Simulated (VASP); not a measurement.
# HfN in VASP: further runs, part 2 of 2

VASP 6.6.1. The steps go on from the part before.

### Step 4. Single point, r2SCAN+D4

POSCAR

```
HfN
1.0
    0.0000000000      2.4548200000      2.4548200000
    2.4548200000      0.0000000000      2.4548200000
    2.4548200000      2.4548200000      0.0000000000
Hf N
1 1
Direct
    0.0071588947     -0.0019488947      0.0058988947
    0.7503800000      0.7548900000      0.7493100000
```

INCAR.step1

```
PREC = Accurate ; ENCUT = 520
ISMEAR = 1 ; SIGMA = 0.1
LREAL = F ; LASPH = T
NELM = 100 ; NBANDS = 14
GGA = PE ; ALGO = Normal
EDIFF = 1E-4 ; LWAVE = T
LCHARG = F
```

INCAR.step2

```
PREC = Accurate ; ENCUT = 520
EDIFF = 1E-7 ; ISMEAR = 1
SIGMA = 0.1 ; LREAL = F
LASPH = T ; NELM = 100
ALGO = Normal ; ISIF = 2
LWAVE = F ; LCHARG = T
METAGGA = R2SCAN ; LMIXTAU = T
IVDW = 13 ; VDW_S6 = 1.0
VDW_S8 = 0.6018749 ; VDW_A1 = 0.51559235
VDW_A2 = 5.77342911 ; LELF = T
LVHAR = T ; NBANDS = 14
ISTART = 1
```

KPOINTS

```
Automatic mesh
0
Gamma
  7 7 7
```

Potentials or basis: VASP PAW PBE potentials, release 64 (Hf_pv, N).

Launch:

```
$ cat potpaw_PBE.64/Hf_pv/POTCAR potpaw_PBE.64/N/POTCAR > POTCAR
$ cp INCAR.step1 INCAR
$ mpirun -np 1 vasp_std > vasp.out
$ cp INCAR.step2 INCAR
$ mpirun -np 1 vasp_std > vasp.out
```

OUTCAR:

```text
PREC = Accurate
   ENCUT = 520
   EDIFF = 1E-7
   ISMEAR = 1
   LREAL = F
   LASPH = T
   NELM = 100
   ISIF = 2
   METAGGA = R2SCAN
   IVDW = 13
   ISTART = 1

 ion  position               nearest neighbor table
   1  0.007  0.998  0.006-   2 2.11   2 2.11   2 2.14   2 2.15
   2  0.750  0.755  0.749-   1 2.11   1 2.11   1 2.14   1 2.15

  LATTYP: Found a face centered cubic cell.
 ALAT       =     4.9096400000

  Lattice vectors:

[... 594 lines left out ...]
 [... further k-points ...]

------------------------ aborting loop because EDIFF is reached ----------------------------------------

  DFT-D4 for vdW energy calculation

  Edisp (eV):   -0.17030

  FORCE on cell =-STRESS in cart. coord.  units (eV):
  Direction    XX          YY          ZZ          XY          YZ          ZX
  --------------------------------------------------------------------------------------
  -------------------------------------------------------------------------------------
  Total      -0.81889    -0.90365    -0.81883     0.00100     0.00651    -0.35247
  in kB     -44.34503   -48.93545   -44.34176     0.05394     0.35257   -19.08728
  external pressure =      -45.87 kB  Pullay stress =        0.00 kB

 VOLUME and BASIS-vectors are now :
 -----------------------------------------------------------------------------
  energy-cutoff  :      520.00
  volume of cell :       29.59
      direct lattice vectors                 reciprocal lattice vectors
     0.000000000  2.454820000  2.454820000    -0.203680922  0.203680922  0.203680922
     2.454820000  0.000000000  2.454820000     0.203680922 -0.203680922  0.203680922
     2.454820000  2.454820000  0.000000000     0.203680922  0.203680922 -0.203680922

 POSITION                                       TOTAL-FORCE (eV/Angst)
 -----------------------------------------------------------------------------------
      2.46452      0.03205      2.46761         0.007670     -0.412328      0.001246
      3.69254      3.68147      3.69517        -0.007670      0.412328     -0.001246
 -----------------------------------------------------------------------------------
    total drift:                                0.000357     -0.000213      0.000251

  FREE ENERGIE OF THE ION-ELECTRON SYSTEM (eV)
  ---------------------------------------------------
  free  energy   TOTEN  =       -57.8723307111 eV

  energy  without entropy=      -57.8733122806  energy(sigma->0) =      -57.87265790
```

OUTCAR.step1:

```text
PREC = Accurate
   ENCUT = 520
   ISMEAR = 1
   LREAL = F
   LASPH = T
[... 629 lines left out ...]
 -----------------------------------------------------------------------------------
      2.46452      0.03205      2.46761         0.007128     -0.405006      0.001113
      3.69254      3.68147      3.69517        -0.007128      0.405006     -0.001113
 -----------------------------------------------------------------------------------
    total drift:                                0.000029      0.000270      0.000061

  FREE ENERGIE OF THE ION-ELECTRON SYSTEM (eV)
  ---------------------------------------------------
  free  energy   TOTEN  =       -21.2063336638 eV

  energy  without entropy=      -21.2077360905  energy(sigma->0) =      -21.20680114
```

OSZICAR.step1:

```text
N       E                     dE             d eps       ncg     rms          rms(c)
DAV:   1     0.428324782917E+02    0.42832E+02   -0.77047E+03  4822   0.972E+02
DAV:   2    -0.223116446813E+02   -0.65144E+02   -0.60855E+02  6590   0.234E+02
DAV:   3    -0.248206913807E+02   -0.25090E+01   -0.24989E+01  5482   0.382E+01
DAV:   4    -0.248349390294E+02   -0.14248E-01   -0.14246E-01  5752   0.342E+00
DAV:   5    -0.248350847095E+02   -0.14568E-03   -0.14568E-03  5518   0.305E-01    0.536E+01
DAV:   6    -0.213287153791E+02    0.35064E+01   -0.13124E+01  5284   0.248E+01    0.394E+01
DAV:   7    -0.212242397938E+02    0.10448E+00   -0.68550E-01  4960   0.741E+00    0.255E+01
DAV:   8    -0.212157146369E+02    0.85252E-02   -0.11347E-01  5812   0.303E+00    0.745E+00
DAV:   9    -0.212063877321E+02    0.93269E-02   -0.25281E-02  5518   0.120E+00    0.169E+00
DAV:  10    -0.212063378077E+02    0.49924E-04   -0.14239E-03  5470   0.342E-01    0.881E-02
DAV:  11    -0.212063336638E+02    0.41438E-05   -0.75247E-05  3154   0.823E-02
   1 F= -.21206334E+02 E0= -.21206801E+02  d E =0.140243E-02
```

It took 12 min on 1 thread of AMD EPYC, shared host; peak memory 0.19 GiB.

What came out:

```yaml
Free_energy: -57.8723 eV
Pressure: -4.6 GPa
Largest_force: 0.412 eV/Å
Dispersion_energy_per_atom: -0.085 eV
```

Forces in eV/Å, atoms in the order of the input:
```
Hf   0.008 -0.412  0.001
N   -0.008  0.412 -0.001
```

Caveat: the PAW data sets were made with another functional, which shifts forces and pressure a little; spin-orbit coupling is left out, which moves the levels of the heavy elements; pairwise dispersion overbinds metals, which lowers pressure and volume.

### Step 5. Single point, r2SCAN+D4

POSCAR, as its differences from that of step 4:

```diff
@@ -8,3 +8,3 @@
 Direct
-    0.0071588947     -0.0019488947      0.0058988947
+    0.0006411053      0.0045688947     -0.0006188947
     0.7503800000      0.7548900000      0.7493100000
```

INCAR.step1

```
SYSTEM = HfN
PREC = Accurate
ENCUT = 520
ISMEAR = 1
SIGMA = 0.1
LREAL = .FALSE.
LASPH = .TRUE.
NELM = 60
NBANDS = 14
GGA = PE
ALGO = Normal
EDIFF = 1E-4
LWAVE = .TRUE.
LCHARG = .FALSE.
```

INCAR.step2

```
SYSTEM = HfN
PREC = Accurate
ENCUT = 520
EDIFF = 1E-6
ISMEAR = 1
SIGMA = 0.1
LREAL = .FALSE.
LASPH = .TRUE.
NELM = 60
ALGO = Normal
ISIF = 2
LWAVE = .FALSE.
LCHARG = .FALSE.
METAGGA = R2SCAN
LMIXTAU = .TRUE.
IVDW = 13
VDW_S6 = 1.0
VDW_S8 = 0.6018749
VDW_A1 = 0.51559235
VDW_A2 = 5.77342911
NBANDS = 14
ISTART = 1
```

KPOINTS

```
regular mesh
0
G
  7 7 7
  0 0 0
```

Launch:

```
$ cat potpaw_PBE.64/Hf_pv/POTCAR potpaw_PBE.64/N/POTCAR > POTCAR
$ cp INCAR.step1 INCAR
$ mpirun -np 1 vasp_std > vasp.out
$ cp INCAR.step2 INCAR
$ mpirun -np 1 vasp_std > vasp.out
```

Run time: 9.4 min. Hardware: 1 thread of AMD EPYC, shared host; peak memory 0.19 GiB.

It converged, with:

* Free energy: -57.8786 eV
* Pressure: -4.7 GPa
* Largest force: 0.010 eV/Å
* Dispersion energy per atom: -0.085 eV

Forces on the atoms (eV/Å):
```
Hf   0.006 -0.008  0.001
N   -0.006  0.008 -0.001
```

Levels at points of the mesh, in eV from the Fermi level:
```
           k point  band 4  band 5  band 6  band 7  band 8  band 9  band 10  band 11
(0.00, 0.00, 0.00)  -17.30   -5.88   -5.87   -5.87   -0.74    2.40     2.40     6.84
```

Caveat: the PAW data sets were made with another functional, which shifts forces and pressure a little; spin-orbit coupling is left out, which moves the levels of the heavy elements; pairwise dispersion overbinds metals, which lowers pressure and volume.

### Step 6. Single point, r2SCAN+D4

This run uses another cell than the first one, of 14.87 Å³/atom, 1.005 times its volume.

POSCAR

```
HfN
1.0
    0.0000000000      2.4589045666      2.4589045666
    2.4589045666      0.0000000000      2.4589045666
    2.4589045666      2.4589045666      0.0000000000
Hf N
1 1
Direct
    0.0039000000      0.0013100000      0.0026400000
    0.7503800000      0.7548900000      0.7493100000
```

INCAR.step1

```
SYSTEM = HfN
ALGO = Normal
EDIFF = 1E-4
ENCUT = 520
GGA = PE
ISMEAR = 1
LASPH = .True.
LCHARG = .False.
LREAL = .False.
LWAVE = .True.
NBANDS = 14
NELM = 100
PREC = Accurate
SIGMA = 0.1
```

INCAR.step2

```
SYSTEM = HfN
ALGO = Normal
EDIFF = 1E-6
ENCUT = 520
ISIF = 2
ISMEAR = 1
ISTART = 1
IVDW = 13
LASPH = .True.
LCHARG = .True.
LELF = .True.
LMIXTAU = .True.
LREAL = .False.
LVHAR = .True.
LWAVE = .False.
METAGGA = R2SCAN
NBANDS = 14
NELM = 100
PREC = Accurate
SIGMA = 0.1
VDW_A1 = 0.51559235
VDW_A2 = 5.77342911
VDW_S6 = 1.0
VDW_S8 = 0.6018749
```

KPOINTS

```
k-points
0
Gamma
  7 7 7
  0 0 0
```

Potentials or basis: VASP PAW PBE potentials, release 64 (Hf_pv, N).

Launch:

```
$ cat potpaw_PBE.64/Hf_pv/POTCAR potpaw_PBE.64/N/POTCAR > POTCAR
$ cp INCAR.step1 INCAR
$ mpirun -np 1 vasp_std > vasp.out
$ cp INCAR.step2 INCAR
$ mpirun -np 1 vasp_std > vasp.out
```

It took 10 min on 1 thread of AMD EPYC, shared host; peak memory 0.19 GiB.

It converged, with:

- Free energy: -57.8725 eV
- Pressure: -5.6 GPa
- Largest force: 0.186 eV/Å
- Dispersion energy per atom: -0.085 eV

Forces in eV/Å, atoms in the order of the input:
```
Hf   0.006 -0.186  0.001
N   -0.006  0.186 -0.001
```

Stress tensor (GPa, compression positive):
```
-5.58  0.01 -0.95
 0.01 -5.79  0.03
-0.95  0.03 -5.58
```

Levels at points of the mesh, in eV from the Fermi level:
| k point | band 4 | band 5 | band 6 | band 7 | band 8 | band 9 | band 10 | band 11 |
| --- | --- | --- | --- | --- | --- | --- | --- | --- |
| (0.00, 0.00, 0.00) | -17.26 | -5.86 | -5.83 | -5.81 | -0.74 | 2.41 | 2.41 | 6.72 |

Caveat: the PAW data sets were made with another functional, which shifts forces and pressure a little; spin-orbit coupling is left out, which moves the levels of the heavy elements; pairwise dispersion overbinds metals, which lowers pressure and volume.
